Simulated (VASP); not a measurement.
# InAs (F-43m) in VASP: a series of runs, part 2 of 2

VASP 6.6.1.

### Step 3. Density of states, PBE

File POSCAR:

```
InAs
1.0
    0.0000000000      3.0931634693      3.0931634693
    3.0931634693      0.0000000000      3.0931634693
    3.0931634693      3.0931634693      0.0000000000
In As
1 1
Direct
    0.0000000000      0.0000000000      0.0000000000
    0.2500000000      0.2500000000      0.2500000000
```

File INCAR.step1:

```
SYSTEM = InAs
PREC = Accurate ; ENCUT = 520
EDIFF = 1E-6 ; ISMEAR = 0
SIGMA = 0.1 ; LREAL = .False.
LASPH = .True. ; NELM = 80
ALGO = Normal ; ISIF = 2
LWAVE = .False. ; LCHARG = .True.
GGA = PE ; NBANDS = 16
```

File KPOINTS.step1:

```
Automatic mesh
0
Gamma
  12 12 12
  0 0 0
```

File INCAR.step2:

```
SYSTEM = InAs
PREC = Accurate ; ENCUT = 520
EDIFF = 1E-6 ; ISMEAR = -5
SIGMA = 0.1 ; LREAL = .False.
LASPH = .True. ; NELM = 80
ALGO = Normal ; ISIF = 2
LWAVE = .False. ; LCHARG = .False.
GGA = PE ; LORBIT = 10
NBANDS = 16 ; NEDOS = 1001
ICHARG = 11
```

File KPOINTS.step2:

```
Automatic mesh
0
Gamma
  18 18 18
  0 0 0
```

Potentials or basis: VASP PAW PBE potentials, release 64 (In_d, As).

Started as:

```
> cat potpaw_PBE.64/In_d/POTCAR potpaw_PBE.64/As/POTCAR > POTCAR
> cp INCAR.step1 INCAR
> cp KPOINTS.step1 KPOINTS
> mpirun -np 1 vasp_std > vasp.out
> cp INCAR.step2 INCAR
> cp KPOINTS.step2 KPOINTS
> mpirun -np 1 vasp_std > vasp.out
```

OUTCAR:

```text
SYSTEM = InAs
   PREC = Accurate
   ENCUT = 520
   EDIFF = 1E-6
   ISMEAR = -5
   LREAL = .False.
   LASPH = .True.
   NELM = 80
   ISIF = 2
   GGA = PE
   LORBIT = 10
   ICHARG = 11

 ion  position               nearest neighbor table
   1  0.000  0.000  0.000-   2 2.68   2 2.68   2 2.68   2 2.68
   2  0.250  0.250  0.250-   1 2.68   1 2.68   1 2.68   1 2.68

  LATTYP: Found a face centered cubic cell.
 ALAT       =     6.1863269386

  Lattice vectors:

 A1 = (   0.0000000000,   3.0931634693,   3.0931634693)
 A2 = (   3.0931634693,   0.0000000000,   3.0931634693)
 A3 = (   3.0931634693,   3.0931634693,   0.0000000000)

Analysis of symmetry for initial positions (statically):
=====================================================================
 Subroutine PRICEL returns:
 Original cell was already a primitive cell.

 Routine SETGRP: Setting up the symmetry group for a
 face centered cubic supercell.

 Subroutine GETGRP returns: Found 24 space group operations
 (whereof 24 operations were pure point group operations)
 out of a pool of 48 trial point group operations.

The static configuration has the point symmetry T_d .

Analysis of symmetry for dynamics (positions and initial velocities):
=====================================================================
 Subroutine PRICEL returns:
 Original cell was already a primitive cell.

 Routine SETGRP: Setting up the symmetry group for a
 face centered cubic supercell.

 Subroutine GETGRP returns: Found 24 space group operations
 (whereof 24 operations were pure point group operations)
 out of a pool of 48 trial point group operations.

The dynamic configuration has the point symmetry T_d .

 Subroutine INISYM returns: Found 24 space group operations
 (whereof 24 operations are pure point group operations),
 and found     1 'primitive' translations

----------------------------------------------------------------------------------------

[... 120 lines left out ...]
   LHFCALC =     F    Hartree Fock is set to
   AEXX    =    0.0000 exact exchange contribution
   IVDW    =     0    specifies the selected vdW correction
   LEPSILON=     F    determine dielectric tensor
   LRPA    =     F    only Hartree local field effects (RPA)
 non-spin polarized calculation
 Fermi weights with tetrahedron method with Bloechl corrections
  energy-cutoff  :      520.00
  volume of cell :       59.19
 maximum number of plane-waves:      1639
 NGX is ok and might be reduce to    36

 number of electron      17.9999997 magnetization

 Free energy of the ion-electron system (eV)
  ---------------------------------------------------
  ext. energy  EPLUGINS =         0.00000000
  ---------------------------------------------------
  free energy    TOTEN  =        -7.71985143 eV

  energy without entropy =       -7.71985143  energy(sigma->0) =       -7.71985143

 E-fermi :   3.8421     XC(G=0):  -8.7966

 val. band max:        3.8417459839   @ k =   0.0000   0.0000   0.0000
 cond. band min:       3.8417461124   @ k =   0.0000   0.0000   0.0000
 fundamental gap:      0.0000001286
 Fermi energy:         3.8420752838

 k-point     1 :       0.0000    0.0000    0.0000
  band No.  band energies     occupation
      1     -10.4262      2.00000
      2     -10.4262      2.00000
      3     -10.4262      2.00000
      4     -10.3248      2.00000
      5     -10.3248      2.00000
      6      -7.6002      2.00000
[... 433 lines left out ...]
      3     -10.4101      2.00000
      4     -10.3258      2.00000
      5     -10.3223      2.00000
      6      -7.0831      2.00000
[... 8 lines left out ...]
     15      12.1645      0.00000
     16      12.8463      0.00000

 [... further k-points ...]

------------------------ aborting loop because EDIFF is reached ----------------------------------------

  FORCE on cell =-STRESS in cart. coord.  units (eV):
  Direction    XX          YY          ZZ          XY          YZ          ZX
  --------------------------------------------------------------------------------------
  -------------------------------------------------------------------------------------
  Total        0.0234163      0.0234163      0.0234163      0.0000000      0.0000000     -0.0000000
  in kB        0.6338546      0.6338546      0.6338546      0.0000000      0.0000000     -0.0000000
  external PRESSURE =       0.6338546 kB  Pullay stress =       0.0000000 kB

 VOLUME and BASIS-vectors are now :
 -----------------------------------------------------------------------------
  energy-cutoff  :      520.00
  volume of cell :       59.19
      direct lattice vectors                 reciprocal lattice vectors
     0.000000000  3.093163469  3.093163469    -0.161646808  0.161646808  0.161646808
     3.093163469  0.000000000  3.093163469     0.161646808 -0.161646808  0.161646808
     3.093163469  3.093163469  0.000000000     0.161646808  0.161646808 -0.161646808

 POSITION                                       TOTAL-FORCE (eV/Angst)
 -----------------------------------------------------------------------------------
      0.00000      0.00000      0.00000         0.000000      0.000000      0.000000
      1.54658      1.54658      1.54658        -0.000000     -0.000000     -0.000000
 -----------------------------------------------------------------------------------
    total drift:                               -0.000000     -0.000000     -0.000000

  FREE ENERGIE OF THE ION-ELECTRON SYSTEM (eV)
  ---------------------------------------------------
  free  energy   TOTEN  =        -7.7198514266 eV

  energy  without entropy=       -7.7198514266  energy(sigma->0) =       -7.71985143

 total charge

# of ion       s       p       d       tot
------------------------------------------
    1        0.850   0.670   9.880  11.400
    2        1.226   1.526   0.019   2.770
--------------------------------------------------
tot          2.076   2.196   9.899  14.171
```

OUTCAR.step1:

```text
SYSTEM = InAs
   PREC = Accurate
   ENCUT = 520
   EDIFF = 1E-6
   ISMEAR = 0
   LREAL = .False.
   LASPH = .True.
[... 678 lines left out ...]
      0.00000      0.00000      0.00000         0.000000      0.000000      0.000000
      1.54658      1.54658      1.54658        -0.000000     -0.000000     -0.000000
 -----------------------------------------------------------------------------------
    total drift:                               -0.000000     -0.000000     -0.000000

  FREE ENERGIE OF THE ION-ELECTRON SYSTEM (eV)
  ---------------------------------------------------
  free  energy   TOTEN  =        -7.7197345494 eV

  energy  without entropy=       -7.7195760679  energy(sigma->0) =       -7.71965531
```

Wall time 2.6 min (1 thread of Intel Xeon Platinum 8259CL at 2.50GHz (Skylake/Cascade Lake), shared host); peak memory 0.34 GiB.

Results:

| Item | Value |
| --- | --- |
| Valence electrons inside the program's atomic spheres | In 11.40; As 2.77 |

Caveat: spin-orbit coupling is left out, which moves the levels of the heavy elements; tetrahedron occupations give inexact forces and stress in metals.
